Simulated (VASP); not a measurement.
Here is a VASP 6.6.1 calculation.

The input INCAR:

```
PREC = Accurate
ENCUT = 520
EDIFF = 1E-6
ISMEAR = 0
SIGMA = 0.05
LREAL = False
LASPH = True
NELM = 100
ALGO = Normal
ISIF = 2
LWAVE = False
LCHARG = True
GGA = PE
LELF = True
LVHAR = True
NBANDS = 21
```

File KPOINTS:

```
Automatic mesh
0
Gamma
  14 14 8
```

The input POSCAR:

```
Pb
1.0
    3.5393557659      0.0000000000      0.0000000000
   -1.7696778829      3.0651720063      0.0000000000
    0.0000000000      0.0000000000      5.8591118804
Pb
2
Direct
    0.3333333333      0.6666666667      0.7500000000
    0.6666666667      0.3333333333      0.2500000000
```

Potentials or basis: VASP PAW PBE potentials, release 64 (Pb_d).

The run is started by

```bash
$ cat potpaw_PBE.64/Pb_d/POTCAR > POTCAR
$ mpirun -np 1 vasp_std > vasp.out
```

**Question.** Predict the band gap on the k mesh.

**Answer.** Zero (band 14 reaches 12.27 eV, above the bottom of band 15 at 5.16 eV).

**Question.** Estimate the pressure.

**Answer.** 0.0 GPa.

Caveat: spin-orbit coupling is left out, which moves the levels of the heavy elements.
